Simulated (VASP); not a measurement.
# Al27Au in VASP: single point with LDA

Aim: the single point of Al27Au with LDA.

Everything below comes from runs of VASP 6.6.1. Logs are shortened: lines on timing, memory, paths and dates and some standing lists are left out, and cuts for length are marked.

**1. The cell of the first run**

The cell holds a slab with vacuum, 28 atoms: a = 8.591 Å, b = 8.591 Å, c = 17.677 Å, α = 90.00°, β = 90.00°, γ = 60.00°.

**2. Single point, LDA**

File INCAR:

```
ALGO     = Normal         # electronic algorithm
EDIFF    = 1E-6           # SCF threshold, eV
ENCUT    = 520            # plane-wave cutoff, eV
GGA      = CA             # functional
ISIF     = 2              # what is computed and relaxed
ISMEAR   = -1             # smearing method
LASPH    = T              # aspherical terms in the spheres
LCHARG   = F              # write CHGCAR
LREAL    = Auto         
LWAVE    = F              # write WAVECAR
NBANDS   = 66             # bands
NELM     = 60             # most SCF steps
PREC     = Accurate       # precision mode
SIGMA    = 0.05           # smearing width, eV
```

File KPOINTS:

```
k-points
0
Gamma
  4 4 1
```

File POSCAR:

```
Al27Au
1.0
    8.5913470000      0.0000000000      0.0000000000
    4.2956740000      7.4403250000      0.0000000000
    0.0000000000      0.0000000000     17.6765370000
Al Au
27 1
Direct
    0.1111111000      0.1111111000      0.0565722000
    0.4444444000      0.1111111000      0.0565722000
    0.7777778000      0.1111111000      0.0565722000
    0.1111111000      0.4444444000      0.0565722000
    0.4444444000      0.4444444000      0.0565722000
    0.7777778000      0.4444444000      0.0565722000
    0.1111111000      0.7777778000      0.0565722000
    0.4444444000      0.7777778000      0.0565722000
    0.7777778000      0.7777778000      0.0565722000
   -0.1110700064      0.2226699312      0.1830920692
    0.2229690816      0.2227242842      0.1841781369
    0.5546595558      0.2227820844      0.1841492799
   -0.1106739512      0.5565141321      0.1841525244
    0.2222519972      0.5553201324      0.1839790493
    0.5543161896      0.5563878169      0.1840881276
   -0.1105362837      0.8880977453      0.1840577482
    0.2227284114      0.8878928468      0.1840229065
    0.5555753189      0.8889118552      0.1910787744
   -0.0002164672      0.0010276188      0.3106997259
    0.3098954598      0.0112513881      0.3146595820
    0.6789547558      0.0117231033      0.3144971089
   -0.0001008001      0.3337570240      0.3109431393
    0.3326600565      0.3350446127      0.3121473583
    0.6670651348      0.3336831547      0.3108284635
    0.0020247063      0.6660268720      0.3119865019
    0.3319992065      0.6656800611      0.3118968070
    0.6778295036      0.6439609222      0.3149364664
    0.5553879147      0.8905459639      0.4063659212
```

Potentials or basis: VASP PAW LDA potentials, release 64 (Al, Au).

Launch:

```console
> cat potpaw_LDA.64/Al/POTCAR potpaw_LDA.64/Au/POTCAR > POTCAR
> mpirun -np 1 vasp_std > vasp.out
```

OUTCAR:

```text
EDIFF = 1E-6
   ENCUT = 520
   GGA = CA
   ISIF = 2
   ISMEAR = -1
   LASPH = T
   LREAL = Auto
   NELM = 60
   PREC = Accurate

 ion  position               nearest neighbor table
   1  0.111  0.111  0.057-  10 2.78  17 2.80  11 2.80   8 2.86   6 2.86   3 2.86   2 2.86   4 2.86
                             7 2.86
   2  0.444  0.111  0.057-  11 2.79  12 2.79   4 2.86   1 2.86   5 2.86   8 2.86   9 2.86   3 2.86
                            18 2.90
   3  0.778  0.111  0.057-  10 2.78  16 2.80  12 2.80   7 2.86   1 2.86   9 2.86   6 2.86   5 2.86
                             2 2.86
   4  0.111  0.444  0.057-  14 2.79  13 2.79  11 2.79   2 2.86   6 2.86   5 2.86   1 2.86   9 2.86
                             7 2.86
   5  0.444  0.444  0.057-  15 2.79  14 2.79  12 2.79   4 2.86   2 2.86   3 2.86   7 2.86   6 2.86
                             8 2.86
   6  0.778  0.444  0.057-  10 2.78  15 2.80  13 2.80   1 2.86   4 2.86   3 2.86   8 2.86   5 2.86
                             9 2.86
   7  0.111  0.778  0.057-  17 2.79  16 2.79  14 2.79   3 2.86   9 2.86   8 2.86   1 2.86   5 2.86
                             4 2.86
   8  0.444  0.778  0.057-  15 2.79  17 2.79   1 2.86   7 2.86   2 2.86   6 2.86   9 2.86   5 2.86
                            18 2.90
   9  0.778  0.778  0.057-  13 2.79  16 2.79   7 2.86   3 2.86   2 2.86   4 2.86   8 2.86   6 2.86
                            18 2.90
  10  0.889  0.223  0.183-   6 2.78   1 2.78   3 2.78  19 2.79  24 2.80  22 2.80  13 2.87  11 2.87
                            15 2.87  12 2.87  17 2.87  16 2.87
  11  0.223  0.223  0.184-  22 2.79   2 2.79   4 2.79  20 2.80  23 2.80   1 2.80  12 2.85  14 2.85
                            18 2.87  13 2.87  10 2.87  17 2.88
[... 14 lines left out ...]
  19  1.000  0.001  0.311-  20 2.71  21 2.71  17 2.79  16 2.79  10 2.79  24 2.86  22 2.86  26 2.87
                            25 2.87
  20  0.310  0.011  0.315-  28 2.44  19 2.71  22 2.72  17 2.79  11 2.80  18 2.85  26 2.88  23 2.88
                            27 3.16  21 3.17
  21  0.679  0.012  0.314-  28 2.44  19 2.71  24 2.72  16 2.79  12 2.79  18 2.85  25 2.88  23 2.88
                            27 3.16  20 3.17
  22  1.000  0.334  0.311-  27 2.72  20 2.72  13 2.79  11 2.79  10 2.80  19 2.86  24 2.86  25 2.86
                            23 2.86
  23  0.333  0.335  0.312-  14 2.80  11 2.80  12 2.80  26 2.84  25 2.84  22 2.86  24 2.87  21 2.88
                            20 2.88
  24  0.667  0.334  0.311-  27 2.71  21 2.72  15 2.79  12 2.79  10 2.80  19 2.86  22 2.86  26 2.87
                            23 2.87
  25  0.002  0.666  0.312-  14 2.79  13 2.80  16 2.80  26 2.83  23 2.84  22 2.86  19 2.87  21 2.88
                            27 2.89
  26  0.332  0.666  0.312-  14 2.79  15 2.80  17 2.80  25 2.83  23 2.84  24 2.87  19 2.87  20 2.88
                            27 2.88
  27  0.678  0.644  0.315-  28 2.45  24 2.71  22 2.72  15 2.80  13 2.80  18 2.85  26 2.88  25 2.89
                            20 3.16  21 3.16
  28  0.555  0.891  0.406-  21 2.44  20 2.44  27 2.45

  LATTYP: Found a hexagonal cell.
 ALAT       =     8.5913474624
 C/A-ratio  =     2.0574813296

  Lattice vectors:

 A1 = (  -4.2956740000,  -7.4403250000,   0.0000000000)
 A2 = (   8.5913470000,   0.0000000000,   0.0000000000)
 A3 = (   0.0000000000,   0.0000000000,  17.6765370000)

Analysis of symmetry for initial positions (statically):
=====================================================================
 Subroutine PRICEL returns:
 Original cell was already a primitive cell.

 Routine SETGRP: Setting up the symmetry group for a
 hexagonal supercell.

 Subroutine GETGRP returns: Found  1 space group operations
 (whereof  1 operations were pure point group operations)
 out of a pool of 24 trial point group operations.

The static configuration has the point symmetry C_1 .

Analysis of symmetry for dynamics (positions and initial velocities):
=====================================================================
 Subroutine PRICEL returns:
 Original cell was already a primitive cell.

 Routine SETGRP: Setting up the symmetry group for a
 hexagonal supercell.

 Subroutine GETGRP returns: Found  1 space group operations
 (whereof  1 operations were pure point group operations)
 out of a pool of 24 trial point group operations.

The dynamic configuration has the point symmetry C_1 .

 Subroutine INISYM returns: Found  1 space group operations
 (whereof  1 operations are pure point group operations),
 and found     1 'primitive' translations

----------------------------------------------------------------------------------------

                                     Primitive cell

  volume of cell :    1129.9269

  direct lattice vectors                    reciprocal lattice vectors
     8.591347000  0.000000000  0.000000000     0.116396183 -0.067201373  0.000000000
     4.295674000  7.440325000  0.000000000     0.000000000  0.134402731  0.000000000
     0.000000000  0.000000000 17.676537000     0.000000000  0.000000000  0.056572167

  length of vectors
     8.591347000  8.591347462 17.676537000     0.134402738  0.134402731  0.056572167

  position of ions in fractional coordinates (direct lattice)
     0.111111100  0.111111100  0.056572200
     0.444444400  0.111111100  0.056572200
     0.777777800  0.111111100  0.056572200
     0.111111100  0.444444400  0.056572200
     0.444444400  0.444444400  0.056572200
     0.777777800  0.444444400  0.056572200
[... 20 lines left out ...]
     0.677829504  0.643960922  0.314936466
     0.555387915  0.890545964  0.406365921

  ion indices of the primitive-cell ions
   primitive index   ion index
                 1           1
                 2           2
                 3           3
                 4           4
                 5           5
                 6           6
[... 20 lines left out ...]
                27          27
                28          28

----------------------------------------------------------------------------------------

 KPOINTS: k-points

Automatic generation of k-mesh.
 Grid dimensions read from file:
 generate k-points for:    4    4    1

 Generating k-lattice:

  Cartesian coordinates                     Fractional coordinates (reciprocal lattice)
     0.029099046 -0.016800343  0.000000000     0.250000000  0.000000000  0.000000000
     0.000000000  0.033600683  0.000000000     0.000000000  0.250000000  0.000000000
     0.000000000  0.000000000  0.056572167     0.000000000  0.000000000  1.000000000

  Length of vectors
     0.033600685  0.033600683  0.056572167

  Shift w.r.t. Gamma in fractional coordinates (k-lattice)
     0.000000000  0.000000000  0.000000000

 Subroutine IBZKPT returns following result:
 ===========================================

 Found     10 irreducible k-points:

 Following reciprocal coordinates:
            Coordinates               Weight
  0.000000  0.000000  0.000000      1.000000
  0.250000  0.000000  0.000000      2.000000
  0.250000  0.250000  0.000000      2.000000
  0.000000  0.250000  0.000000      2.000000
  0.500000  0.000000  0.000000      1.000000
  0.500000  0.500000  0.000000      1.000000
  0.000000  0.500000  0.000000      1.000000
  0.500000  0.250000  0.000000      2.000000
  0.250000  0.500000  0.000000      2.000000
 -0.250000  0.250000  0.000000      2.000000
   k-points           NKPTS =     10   k-points in BZ     NKDIM =     10   number of bands    NBANDS=     66
   number of dos      NEDOS =    301   number of ions     NIONS =     28
   total plane-waves  NPLWV = 573440
   dimension x,y,z NGX =    64 NGY =   64 NGZ =  140
   dimension x,y,z NGXF=   128 NGYF=  128 NGZF=  280
   ions per type =              27   1
   NGX,Y,Z   is equivalent  to a cutoff of  12.38, 12.38, 13.17 a.u.
   NGXF,Y,Z  is equivalent  to a cutoff of  24.77, 24.77, 26.33 a.u.
 SYSTEM =  unknown system
   PREC   = accura    normal or accurate (medium, high low for compatibility)
   ISTART =      0    job   : 0-new  1-cont  2-samecut
   ICHARG =      2    charge: 1-file 2-atom 10-const
   ISPIN  =      1    spin polarized calculation?
   LNONCOLLINEAR =      F non collinear calculations
   LSORBIT =      F    spin-orbit coupling
   LASPH  =      T    aspherical Exc in radial PAW
   ENCUT  =  520.0 eV  38.22 Ry    6.18 a.u.  15.97 15.97 32.87*2*pi/ulx,y,z
   NELM   =     60;   NELMIN=  2; NELMDL= -5     # of ELM steps
   EDIFF  = 0.1E-05   stopping-criterion for ELM
   LREAL  =      T    real-space projection
   EDIFFG = 0.1E-04   stopping-criterion for IOM
   NSW    =      0    number of steps for IOM
   IBRION =     -1    ionic relax: 0-MD 1-quasi-New 2-CG
   NFREE  =      0    steps in history (QN), initial steepest desc. (CG)
   ISIF   =      2    stress and relaxation
   ISYM   =      2    0-nonsym 1-usesym 2-fastsym
   POTIM  = 0.5000    time-step for ionic-motion
   TEBEG  =    0.0;   TEEND  =   0.0 temperature during run
   PSTRESS=    0.0 pullay stress
   NELECT =      92.0000    total number of electrons
   NUPDOWN=      -1.0000    fix difference up-down
   EMIN   =  10.00;   EMAX   =-10.00  energy-range for DOS
   EFERMI =   0.00;   METHOD = LEGACY
   ISMEAR =    -1;   SIGMA  =   0.05  broadening in eV -4-tet -1-fermi 0-gaus
   EFERMI_NEDOS =   21; number of points for ismear=-14 and -15
   IALGO  =     38    algorithm
   IMIX   =      4    mixing-type and parameters
     AMIX     =   0.40;   BMIX     =  1.00
     AMIX_MAG =   1.60;   BMIX_MAG =  1.00
  volume/ion in A,a.u.               =      40.35       272.33
  Fermi-wavevector in a.u.,A,eV,Ry     =   0.709557  1.340868  6.850142  0.503471
  Thomas-Fermi vector in A             =   1.796170
   LORBIT       =      0    0 simple, 1 ext, 2 COOP (PROOUT), +10 PAW based schemes
   GGA     = CA    functional components
   LHFCALC =     F    Hartree Fock is set to
   AEXX    =    0.0000 exact exchange contribution
   IVDW    =     0    specifies the selected vdW correction
   LEPSILON=     F    determine dielectric tensor
   LRPA    =     F    only Hartree local field effects (RPA)
 non-spin polarized calculation
  energy-cutoff  :      520.00
  volume of cell :     1129.93
 maximum number of plane-waves:     30426
   NGX = 31   NGY = 31   NGZ = 65

 number of electron      91.9999999 magnetization

 Free energy of the ion-electron system (eV)
  ---------------------------------------------------
  ext. energy  EPLUGINS =         0.00000000
  ---------------------------------------------------
  free energy    TOTEN  =      -109.63523953 eV

  energy without entropy =     -109.51645728  energy(sigma->0) =     -109.57584841

 E-fermi :   0.7518     XC(G=0):  -5.2961

 val. band max:        0.7118270563   @ k =   0.0000   0.2500   0.0000
 cond. band min:       0.7641515020   @ k =   0.0000   0.2500   0.0000
 fundamental gap:      0.0523244457
 Fermi energy:         0.7518487302

 k-point     1 :       0.0000    0.0000    0.0000
  band No.  band energies     occupation
      1      -9.9011      2.00000
      2      -8.2099      2.00000
      3      -7.3163      2.00000
      4      -7.3147      2.00000
      5      -7.2873      2.00000
      6      -7.2693      2.00000
[... 599 lines left out ...]
     57       2.3371      0.00000
     58       2.4468      0.00000
 [bands above 58 left out]

------------------------ aborting loop because EDIFF is reached ----------------------------------------

  FORCE on cell =-STRESS in cart. coord.  units (eV):
  Direction    XX          YY          ZZ          XY          YZ          ZX
  --------------------------------------------------------------------------------------
  -------------------------------------------------------------------------------------
  Total      -12.4732924    -12.5862603      0.4065248      0.0309876     -0.0434390     -0.0230290
  in kB      -17.6864769    -17.8466595      0.5764310      0.0439388     -0.0615942     -0.0326540
  external PRESSURE =     -11.6522351 kB  Pullay stress =       0.0000000 kB

 VOLUME and BASIS-vectors are now :
 -----------------------------------------------------------------------------
  energy-cutoff  :      520.00
  volume of cell :     1129.93
      direct lattice vectors                 reciprocal lattice vectors
     8.591347000  0.000000000  0.000000000     0.116396183 -0.067201373  0.000000000
     4.295674000  7.440325000  0.000000000     0.000000000  0.134402731  0.000000000
     0.000000000  0.000000000 17.676537000     0.000000000  0.000000000  0.056572167

 POSITION                                       TOTAL-FORCE (eV/Angst)
 -----------------------------------------------------------------------------------
      1.43189      0.82670      1.00000         0.028058     -0.010733     -0.024051
      4.29567      0.82670      1.00000         0.000724     -0.025692      0.068811
      7.15946      0.82670      1.00000        -0.025445     -0.010965     -0.023319
      2.86378      3.30681      1.00000         0.031762      0.019496     -0.067498
      5.72756      3.30681      1.00000        -0.031192      0.019110     -0.068731
      8.59135      3.30681      1.00000         0.001505      0.031353     -0.024918
[... 20 lines left out ...]
      8.58971      4.79128      5.56699         0.003486     -0.018459     -0.014980
      8.59703      6.62595      7.18314        -0.005373     -0.008119      0.060513
 -----------------------------------------------------------------------------------
    total drift:                               -0.003841     -0.010690      0.001399

  FREE ENERGIE OF THE ION-ELECTRON SYSTEM (eV)
  ---------------------------------------------------
  free  energy   TOTEN  =      -109.6352395286 eV

  energy  without entropy=     -109.5164572827  energy(sigma->0) =     -109.57584841
```

Wall time 51 min (1 thread of Intel Xeon 8259CL, shared host); peak memory 0.97 GiB.

What came out:

- Free energy: -109.6352 eV
- Largest force: 0.081 eV/Å
- Band gap on the k mesh: zero (bands 46 and 47 overlap by 0.32 eV)

Forces on the atoms (eV/Å):
```
Al   0.028 -0.011 -0.024
Al   0.001 -0.026  0.069
Al  -0.025 -0.011 -0.023
Al   0.032  0.019 -0.067
Al  -0.031  0.019 -0.069
Al   0.002  0.031 -0.025
Al   0.000 -0.039 -0.071
Al   0.024  0.013  0.062
Al  -0.022  0.014  0.065
Al   0.001  0.001  0.003
Al  -0.021 -0.003  0.001
Al   0.016 -0.001 -0.002
Al  -0.015 -0.019  0.006
Al   0.003  0.003 -0.003
Al   0.014 -0.018  0.007
Al   0.007  0.014 -0.001
Al  -0.007  0.017  0.003
Al   0.000  0.001  0.007
Al  -0.005  0.013  0.002
Al  -0.017  0.018 -0.012
Al   0.026  0.020 -0.012
Al  -0.018 -0.013 -0.007
Al  -0.002 -0.019  0.013
Al   0.012 -0.014 -0.003
Al  -0.018  0.006  0.017
Al   0.021  0.009  0.018
Al   0.003 -0.018 -0.015
Au  -0.005 -0.008  0.061
```

Caveat: there is no dipole correction, which matters where the two faces differ; spin-orbit coupling is left out, which moves the levels of the heavy elements.

The gap in the log of VASP goes by the Fermi energy; the results here count the filled bands.